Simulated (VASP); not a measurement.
# Cu6H in VASP: a series of runs

Cu6H is run at these levels: PBE; tasks: single point.

Program: VASP 6.6.1. These are calculated values, not measurements. Logs are shortened: lines on timing, memory, paths and dates and some standing lists are left out, and cuts for length are marked.

### 1 The cell of the first run

The cell holds a slab with vacuum, 14 atoms: a = 5.133 Å, b = 5.133 Å, c = 21.529 Å, α = 90.00°, β = 90.00°, γ = 90.00°.

### 2 Single point, PBE

File INCAR:

```
SYSTEM = Cu6H
PREC = Accurate
ENCUT = 520
EDIFF = 1E-6
ISMEAR = 0
SIGMA = 0.1
LREAL = .FALSE.
LASPH = .TRUE.
NELM = 100
ALGO = Normal
ISIF = 2
LWAVE = .FALSE.
LCHARG = .FALSE.
LDIPOL = .TRUE.
IDIPOL = 3
DIPOL = 0.5 0.5 0.282
GGA = PE
NBANDS = 80
```

File KPOINTS:

```
regular mesh
0
G
  5 5 1
  0 0 0
```

File POSCAR:

```
Cu6H
1.0
    5.1332392722      0.0000000000      0.0000000000
    0.0000000000      5.1332392722      0.0000000000
    0.0000000000      0.0000000000     21.5289058579
Cu H
12 2
Direct
    0.2500000000      0.2500000000      0.1857967157
    0.2500000000      0.7500000000      0.1857967157
    0.7500000000      0.2500000000      0.1857967157
    0.7500000000      0.7500000000      0.1857967157
    0.0000000000      0.0000000000      0.2677566944
    0.0000000000      0.5000000000      0.2677566944
    0.5000000000      0.0000000000      0.2677566944
    0.5000000000      0.5000000000      0.2677566944
    0.2500000000      0.2500000000      0.3497114952
    0.2500000000      0.7500000000      0.3497114952
    0.7500000000      0.2500000000      0.3497114952
    0.7500000000      0.7500000000      0.3497114952
    0.1043804486      1.0000000000      0.3706136257
    0.3956195514      1.0000000000      0.3706136257
```

Potentials or basis: VASP PAW PBE potentials, release 64 (Cu, H).

Launch:

```bash
$ cat potpaw_PBE.64/Cu/POTCAR potpaw_PBE.64/H/POTCAR > POTCAR
$ mpirun -np 1 vasp_std > vasp.out
```

OUTCAR:

```text
SYSTEM = Cu6H
   PREC = Accurate
   ENCUT = 520
   EDIFF = 1E-6
   ISMEAR = 0
   LREAL = .FALSE.
   LASPH = .TRUE.
   NELM = 100
   ISIF = 2
   GGA = PE

 ion  position               nearest neighbor table
   1  0.250  0.250  0.186-   5 2.53   6 2.53   7 2.53   8 2.53   2 2.57   3 2.57   2 2.57   3 2.57

   2  0.250  0.750  0.186-   5 2.53   6 2.53   7 2.53   8 2.53   1 2.57   4 2.57   1 2.57   4 2.57

   3  0.750  0.250  0.186-   5 2.53   6 2.53   7 2.53   8 2.53   1 2.57   4 2.57   4 2.57   1 2.57

   4  0.750  0.750  0.186-   5 2.53   6 2.53   7 2.53   8 2.53   2 2.57   3 2.57   3 2.57   2 2.57

   5  0.000  0.000  0.268-   9 2.53  10 2.53  11 2.53  12 2.53   1 2.53   2 2.53   3 2.53   4 2.53
                             6 2.57   7 2.57   6 2.57   7 2.57
   6  0.000  0.500  0.268-   9 2.53  10 2.53  11 2.53  12 2.53   1 2.53   2 2.53   3 2.53   4 2.53
                             5 2.57   8 2.57   5 2.57   8 2.57
   7  0.500  0.000  0.268-   9 2.53  10 2.53  11 2.53  12 2.53   1 2.53   2 2.53   3 2.53   4 2.53
                             5 2.57   8 2.57   8 2.57   5 2.57
   8  0.500  0.500  0.268-   9 2.53  10 2.53  11 2.53  12 2.53   1 2.53   2 2.53   3 2.53   4 2.53
                             6 2.57   7 2.57   7 2.57   6 2.57
   9  0.250  0.250  0.350-  13 1.55  14 1.55   7 2.53   8 2.53   5 2.53   6 2.53  10 2.57  11 2.57
                            10 2.57  11 2.57
  10  0.250  0.750  0.350-  13 1.55  14 1.55   7 2.53   8 2.53   5 2.53   6 2.53   9 2.57  12 2.57
                             9 2.57  12 2.57
  11  0.750  0.250  0.350-   5 2.53   6 2.53   7 2.53   8 2.53   9 2.57  12 2.57  12 2.57   9 2.57

  12  0.750  0.750  0.350-   5 2.53   6 2.53   7 2.53   8 2.53  10 2.57  11 2.57  11 2.57  10 2.57

  13  0.104  0.000  0.371-   9 1.55  10 1.55
  14  0.396  0.000  0.371-   9 1.55  10 1.55

  LATTYP: Found a simple tetragonal cell.
 ALAT       =     5.1332392722
 C/A-ratio  =     4.1940195491

  Lattice vectors:

 A1 = (   5.1332392722,   0.0000000000,   0.0000000000)
 A2 = (   0.0000000000,   5.1332392722,   0.0000000000)
 A3 = (   0.0000000000,   0.0000000000,  21.5289058579)

Analysis of symmetry for initial positions (statically):
=====================================================================
 Subroutine PRICEL returns:
 Original cell was already a primitive cell.

 Routine SETGRP: Setting up the symmetry group for a
 simple tetragonal supercell.

 Subroutine GETGRP returns: Found  4 space group operations
 (whereof  2 operations were pure point group operations)
 out of a pool of 16 trial point group operations.

The static configuration has the point symmetry C_1h.
 The point group associated with its full space group is C_2v.

Analysis of symmetry for dynamics (positions and initial velocities):
=====================================================================
 Subroutine PRICEL returns:
 Original cell was already a primitive cell.

 Routine SETGRP: Setting up the symmetry group for a
 simple tetragonal supercell.

 Subroutine GETGRP returns: Found  4 space group operations
 (whereof  2 operations were pure point group operations)
 out of a pool of 16 trial point group operations.

The dynamic configuration has the point symmetry C_1h.
 The point group associated with its full space group is C_2v.

 Subroutine INISYM returns: Found  4 space group operations
 (whereof  2 operations are pure point group operations),
 and found     1 'primitive' translations

----------------------------------------------------------------------------------------

                                     Primitive cell

  volume of cell :     567.2898

  direct lattice vectors                    reciprocal lattice vectors
     5.133239272  0.000000000  0.000000000     0.194808764  0.000000000  0.000000000
     0.000000000  5.133239272  0.000000000     0.000000000  0.194808764  0.000000000
     0.000000000  0.000000000 21.528905858     0.000000000  0.000000000  0.046449179

  length of vectors
     5.133239272  5.133239272 21.528905858     0.194808764  0.194808764  0.046449179

  position of ions in fractional coordinates (direct lattice)
     0.250000000  0.250000000  0.185796716
     0.250000000  0.750000000  0.185796716
     0.750000000  0.250000000  0.185796716
     0.750000000  0.750000000  0.185796716
     0.000000000  0.000000000  0.267756694
     0.000000000  0.500000000  0.267756694
     0.500000000  0.000000000  0.267756694
     0.500000000  0.500000000  0.267756694
     0.250000000  0.250000000  0.349711495
     0.250000000  0.750000000  0.349711495
     0.750000000  0.250000000  0.349711495
     0.750000000  0.750000000  0.349711495
     0.104380449  0.000000000  0.370613626
     0.395619551  0.000000000  0.370613626

  ion indices of the primitive-cell ions
   primitive index   ion index
                 1           1
                 2           2
                 3           3
                 4           4
                 5           5
                 6           6
                 7           7
                 8           8
                 9           9
                10          10
                11          11
                12          12
                13          13
                14          14

----------------------------------------------------------------------------------------

 KPOINTS: regular mesh

Automatic generation of k-mesh.
 Grid dimensions read from file:
 generate k-points for:    5    5    1

 Generating k-lattice:

  Cartesian coordinates                     Fractional coordinates (reciprocal lattice)
     0.038961753  0.000000000  0.000000000     0.200000000  0.000000000  0.000000000
     0.000000000  0.038961753  0.000000000     0.000000000  0.200000000  0.000000000
     0.000000000  0.000000000  0.046449179     0.000000000  0.000000000  1.000000000

  Length of vectors
     0.038961753  0.038961753  0.046449179

  Shift w.r.t. Gamma in fractional coordinates (k-lattice)
     0.000000000  0.000000000  0.000000000

 Subroutine IBZKPT returns following result:
 ===========================================

 Found      9 irreducible k-points:

 Following reciprocal coordinates:
            Coordinates               Weight
  0.000000  0.000000  0.000000      1.000000
  0.200000  0.000000  0.000000      2.000000
  0.000000  0.200000  0.000000      2.000000
  0.400000  0.000000  0.000000      2.000000
  0.000000  0.400000  0.000000      2.000000
  0.200000  0.200000  0.000000      4.000000
  0.400000  0.200000  0.000000      4.000000
 -0.200000  0.400000  0.000000      4.000000
  0.400000  0.400000  0.000000      4.000000
   k-points           NKPTS =      9   k-points in BZ     NKDIM =      9   number of bands    NBANDS=     80
   number of dos      NEDOS =    301   number of ions     NIONS =     14
   total plane-waves  NPLWV = 256000
   dimension x,y,z NGX =    40 NGY =   40 NGZ =  160
   dimension x,y,z NGXF=    80 NGYF=   80 NGZF=  320
   ions per type =              12   2
   NGX,Y,Z   is equivalent  to a cutoff of  12.95, 12.95, 12.36 a.u.
   NGXF,Y,Z  is equivalent  to a cutoff of  25.91, 25.91, 24.71 a.u.
 SYSTEM =  Cu6H
   PREC   = accura    normal or accurate (medium, high low for compatibility)
   ISTART =      0    job   : 0-new  1-cont  2-samecut
   ICHARG =      2    charge: 1-file 2-atom 10-const
   ISPIN  =      1    spin polarized calculation?
   LNONCOLLINEAR =      F non collinear calculations
   LSORBIT =      F    spin-orbit coupling
   LASPH  =      T    aspherical Exc in radial PAW
   ENCUT  =  520.0 eV  38.22 Ry    6.18 a.u.   9.54  9.54 40.03*2*pi/ulx,y,z
   NELM   =    100;   NELMIN=  2; NELMDL= -5     # of ELM steps
   EDIFF  = 0.1E-05   stopping-criterion for ELM
   LREAL  =      F    real-space projection
   EDIFFG = 0.1E-04   stopping-criterion for IOM
   NSW    =      0    number of steps for IOM
   IBRION =     -1    ionic relax: 0-MD 1-quasi-New 2-CG
   NFREE  =      0    steps in history (QN), initial steepest desc. (CG)
   ISIF   =      2    stress and relaxation
   ISYM   =      2    0-nonsym 1-usesym 2-fastsym
   POTIM  = 0.5000    time-step for ionic-motion
   TEBEG  =    0.0;   TEEND  =   0.0 temperature during run
   PSTRESS=    0.0 pullay stress
   NELECT =     134.0000    total number of electrons
   NUPDOWN=      -1.0000    fix difference up-down
   EMIN   =  10.00;   EMAX   =-10.00  energy-range for DOS
   EFERMI =   0.00;   METHOD = LEGACY
   ISMEAR =     0;   SIGMA  =   0.10  broadening in eV -4-tet -1-fermi 0-gaus
   EFERMI_NEDOS =   21; number of points for ismear=-14 and -15
   IALGO  =     38    algorithm
   IMIX   =      4    mixing-type and parameters
     AMIX     =   0.40;   BMIX     =  1.00
     AMIX_MAG =   1.60;   BMIX_MAG =  1.00
  volume/ion in A,a.u.               =      40.52       273.45
  Fermi-wavevector in a.u.,A,eV,Ry     =   1.011987  1.912377 13.933957  1.024117
  Thomas-Fermi vector in A             =   2.145069
   LORBIT       =      0    0 simple, 1 ext, 2 COOP (PROOUT), +10 PAW based schemes
   GGA     = PE    functional components
   LHFCALC =     F    Hartree Fock is set to
   AEXX    =    0.0000 exact exchange contribution
   IVDW    =     0    specifies the selected vdW correction
   LEPSILON=     F    determine dielectric tensor
   LRPA    =     F    only Hartree local field effects (RPA)
 non-spin polarized calculation
 Gauss-broadening in eV      SIGMA  =   0.10
  energy-cutoff  :      520.00
  volume of cell :      567.29
 maximum number of plane-waves:     15381
 NGX is ok and might be reduce to    40
   NGX = 19   NGY = 19   NGZ = 81

 dipolmoment           0.000000      0.000000      0.019407 electrons x Angstroem

 number of electron     133.9999770 magnetization

 dipolmoment           0.000000      0.000000     -0.017394 electrons x Angstroem

 Free energy of the ion-electron system (eV)
  ---------------------------------------------------
  ext. energy  EPLUGINS =         0.00000000
  ---------------------------------------------------
  free energy    TOTEN  =       -46.04115480 eV

  energy without entropy =      -46.02618709  energy(sigma->0) =      -46.03367094

 E-fermi :  -1.3260     XC(G=0):  -4.1211

 val. band max:       -1.3849313315   @ k =   0.0000   0.0000   0.0000
 cond. band min:      -1.2655291284   @ k =  -0.2000   0.4000   0.0000
 fundamental gap:      0.1194022032
 Fermi energy:        -1.3259576518

 k-point     1 :       0.0000    0.0000    0.0000
  band No.  band energies     occupation
      1     -11.2690      2.00000
      2      -9.0501      2.00000
      3      -7.4953      2.00000
      4      -6.6758      2.00000
      5      -6.3920      2.00000
      6      -6.3286      2.00000
[... 71 lines left out ...]
     78       3.2033      0.00000
     79       3.2459      0.00000

 k-point     2 :       0.2000    0.0000    0.0000
  band No.  band energies     occupation
      1     -11.1406      2.00000
      2      -8.9277      2.00000
      3      -7.6783      2.00000
      4      -6.7291      2.00000
      5      -6.4591      2.00000
      6      -6.2564      2.00000
[... 71 lines left out ...]
     78       3.0252      0.00000
     79       3.4515      0.00000
[... 490 lines left out ...]
     78       3.6376      0.00000
     79       3.9008      0.00000

 k-point     9 :       0.4000    0.4000    0.0000
  band No.  band energies     occupation
      1     -10.6146      2.00000
      2      -8.2003      2.00000
      3      -7.6246      2.00000
      4      -6.9484      2.00000
      5      -6.8600      2.00000
      6      -6.2406      2.00000
[... 71 lines left out ...]
     78       4.3377      0.00000
     79       4.5517      0.00000
 [bands above 79 left out]

------------------------ aborting loop because EDIFF is reached ----------------------------------------

 vacuum level on the upper side and lower side of the slab       (xc-potential included)        -0.171        -0.045

  FORCE on cell =-STRESS in cart. coord.  units (eV):
  Direction    XX          YY          ZZ          XY          YZ          ZX
  --------------------------------------------------------------------------------------
  -------------------------------------------------------------------------------------
  Total       -0.5304650      0.7577250      3.0578140      0.0000000      0.0000000      0.0000000
  in kB       -1.4981744      2.1400169      8.6360804      0.0000000      0.0000000      0.0000000
  external PRESSURE =       3.0926410 kB  Pullay stress =       0.0000000 kB

 VOLUME and BASIS-vectors are now :
 -----------------------------------------------------------------------------
  energy-cutoff  :      520.00
  volume of cell :      567.29
      direct lattice vectors                 reciprocal lattice vectors
     5.133239272  0.000000000  0.000000000     0.194808764  0.000000000  0.000000000
     0.000000000  5.133239272  0.000000000     0.000000000  0.194808764  0.000000000
     0.000000000  0.000000000 21.528905858     0.000000000  0.000000000  0.046449179

 POSITION                                       TOTAL-FORCE (eV/Angst)
 -----------------------------------------------------------------------------------
      1.28331      1.28331      4.00000         0.000000     -0.024799      0.002283
      1.28331      3.84993      4.00000         0.000000      0.024799      0.002283
      3.84993      1.28331      4.00000        -0.000000     -0.001851     -0.032576
      3.84993      3.84993      4.00000        -0.000000      0.001851     -0.032576
      0.00000      0.00000      5.76451        -0.223065      0.000000     -0.574142
      0.00000      2.56662      5.76451         0.099360      0.000000     -0.065132
      2.56662      0.00000      5.76451         0.223065      0.000000     -0.574142
      2.56662      2.56662      5.76451        -0.099360      0.000000     -0.065132
      1.28331      1.28331      7.52891         0.000000      1.597316     -0.235498
      1.28331      3.84993      7.52891         0.000000     -1.597316     -0.235498
      3.84993      1.28331      7.52891         0.000000      0.150456      0.112822
      3.84993      3.84993      7.52891         0.000000     -0.150456      0.112822
      0.53581      0.00000      7.97891        -1.823813      0.000000      0.792243
      2.03081      0.00000      7.97891         1.823813      0.000000      0.792243
 -----------------------------------------------------------------------------------
    total drift:                               -0.000000      0.000000     -0.002720

  FREE ENERGIE OF THE ION-ELECTRON SYSTEM (eV)
  ---------------------------------------------------
  free  energy   TOTEN  =       -46.0411547990 eV

  energy  without entropy=      -46.0261870855  energy(sigma->0) =      -46.03367094

 vacuum level on the upper side and lower side of the slab         3.018         3.147
```

It took 10 min on 1 thread of Intel Xeon 6975P-C (Granite Rapids), shared host; peak memory 0.69 GiB.

What came out:

```yaml
Free_energy: -46.0412 eV
Largest_force: 1.988 eV/Å
Band_gap_on_the_k_mesh: zero (bands 67 and 68 overlap by 0.44 eV)
```

Forces on the atoms (eV/Å):
```
Cu   0.000 -0.025  0.002
Cu   0.000  0.025  0.002
Cu   0.000 -0.002 -0.033
Cu   0.000  0.002 -0.033
Cu  -0.223  0.000 -0.574
Cu   0.099  0.000 -0.065
Cu   0.223  0.000 -0.574
Cu  -0.099  0.000 -0.065
Cu   0.000  1.597 -0.235
Cu   0.000 -1.597 -0.235
Cu   0.000  0.150  0.113
Cu   0.000 -0.150  0.113
H   -1.824  0.000  0.792
H    1.824  0.000  0.792
```

### 3 Single point, PBE

File INCAR:

```
PREC     = Accurate       # precision mode
ENCUT    = 520            # plane-wave cutoff, eV
EDIFF    = 1E-6           # SCF threshold, eV
ISMEAR   = 0              # smearing method
SIGMA    = 0.1            # smearing width, eV
LREAL    = F              # projectors in reciprocal space
LASPH    = T              # aspherical terms in the spheres
NELM     = 80             # most SCF steps
ALGO     = Normal         # electronic algorithm
ISIF     = 2              # what is computed and relaxed
LWAVE    = F              # write WAVECAR
LCHARG   = F              # write CHGCAR
LDIPOL   = T            
IDIPOL   = 3            
DIPOL    = 0.5 0.5 0.287
GGA      = PE             # functional
NBANDS   = 80             # bands
```

File KPOINTS:

```
Automatic mesh
0
Gamma
  5 5 1
```

Changes to POSCAR since step 2:

```diff
@@ -20,3 +20,3 @@
     0.7500000000      0.7500000000      0.3497114952
-    0.1043804486      1.0000000000      0.3706136257
-    0.3956195514      1.0000000000      0.3706136257
+    0.1043804486      1.0000000000      0.4003411002
+    0.3956195514      1.0000000000      0.4003411002
```

Potentials or basis: VASP PAW PBE potentials, release 64 (Cu, H).

Launch:

```bash
$ cat potpaw_PBE.64/Cu/POTCAR potpaw_PBE.64/H/POTCAR > POTCAR
$ mpirun -np 1 vasp_std > vasp.out
```

Run time: 10 min. Hardware: 1 thread of Intel Xeon 6975P-C (Granite Rapids), shared host; peak memory 0.71 GiB.

It converged, with:

```
Free energy            : -46.1735 eV
Largest force          : 0.950 eV/Å
Band gap on the k mesh : zero (bands 67 and 68 overlap by 0.59 eV)
```

Forces on the atoms (eV/Å):
```
Cu   0.000 -0.027  0.011
Cu   0.000  0.027  0.011
Cu   0.000 -0.005 -0.005
Cu   0.000  0.005 -0.005
Cu  -0.115  0.000 -0.418
Cu   0.135  0.000  0.049
Cu   0.115  0.000 -0.418
Cu  -0.135  0.000  0.049
Cu   0.000 -0.509  0.802
Cu   0.000  0.509  0.802
Cu   0.000 -0.038  0.228
Cu   0.000  0.038  0.228
H   -0.027  0.000 -0.667
H    0.027  0.000 -0.667
```

Levels at points of the mesh, in eV from the Fermi level:
```csv
k point,band 63,band 64,band 65,band 66,band 67,band 68,band 69,band 70,band 71,band 72
"(0.00, 0.00, 0.00)",-1.15,-1.12,-0.57,-0.30,-0.30,-0.07,-0.07,0.63,2.01,2.57
```

### 4 Single point, PBE

File INCAR:

```
SYSTEM = Cu6H
PREC = Accurate
ENCUT = 520
EDIFF = 1E-6
ISMEAR = 0
SIGMA = 0.1
LREAL = .False.
LASPH = .True.
NELM = 60
ALGO = Fast
ISIF = 2
LWAVE = .False.
LCHARG = .False.
LDIPOL = .True.
IDIPOL = 3
DIPOL = 0.5 0.5 0.285
GGA = PE
NBANDS = 80
```

File KPOINTS:

```
regular mesh
0
Gamma
  5 5 1
  0 0 0
```

Changes to POSCAR since step 3:

```diff
@@ -20,3 +20,3 @@
     0.7500000000      0.7500000000      0.3497114952
-    0.1043804486      1.0000000000      0.4003411002
-    0.3956195514      1.0000000000      0.4003411002
+    0.1866871516      1.0000000000      0.3854773630
+    0.3133128484      1.0000000000      0.3854773630
```

Launch:

```bash
$ cat potpaw_PBE.64/Cu/POTCAR potpaw_PBE.64/H/POTCAR > POTCAR
$ mpirun -np 1 vasp_std > vasp.out
```

It took 16 min on 1 thread of Oxide Virtual Turin-like, shared host; peak memory 0.68 GiB.

It converged, with:

- Free energy: -44.6449 eV
- Largest force: 9.045 eV/Å
- Band gap on the k mesh: zero (bands 67 and 68 overlap by 0.56 eV)

Forces in eV/Å, atoms in the order of the input:
```
Cu   0.000 -0.035  0.022
Cu   0.000  0.035  0.022
Cu   0.000  0.002 -0.026
Cu   0.000 -0.002 -0.026
Cu  -0.218  0.000 -0.417
Cu   0.134  0.000  0.001
Cu   0.218  0.000 -0.417
Cu  -0.134  0.000  0.001
Cu   0.000  2.940 -1.445
Cu   0.000 -2.940 -1.445
Cu   0.000  0.233 -0.069
Cu   0.000 -0.233 -0.069
H   -8.836  0.000  1.936
H    8.836  0.000  1.936
```

Levels at points of the mesh, in eV from the Fermi level:
| k point | band 64 | band 65 | band 66 | band 67 | band 68 | band 69 | band 70 | band 71 |
| --- | --- | --- | --- | --- | --- | --- | --- | --- |
| (0.00, 0.00, 0.00) | -0.96 | -0.83 | -0.49 | -0.48 | -0.21 | -0.20 | 0.42 | 1.25 |

### 5 Summary

```csv
cell,gap on the mesh (eV),largest force (eV/Å)
"as given, atomic positions A",none,1.99
"as given, atomic positions B",none,0.95
"as given, atomic positions C",none,9.05
```

Alike in all rows: task single point; level PBE; potentials or basis VASP PAW PBE potentials, release 64 (Cu, H); no spin polarisation; k mesh 5 × 5 × 1; cutoff (eV) 520; smearing gaussian 0.1 eV.

Total energies depend on the potentials used, so only differences within one code and one set of settings carry meaning.

The gap in the log of VASP goes by the Fermi energy; the results here count the filled bands.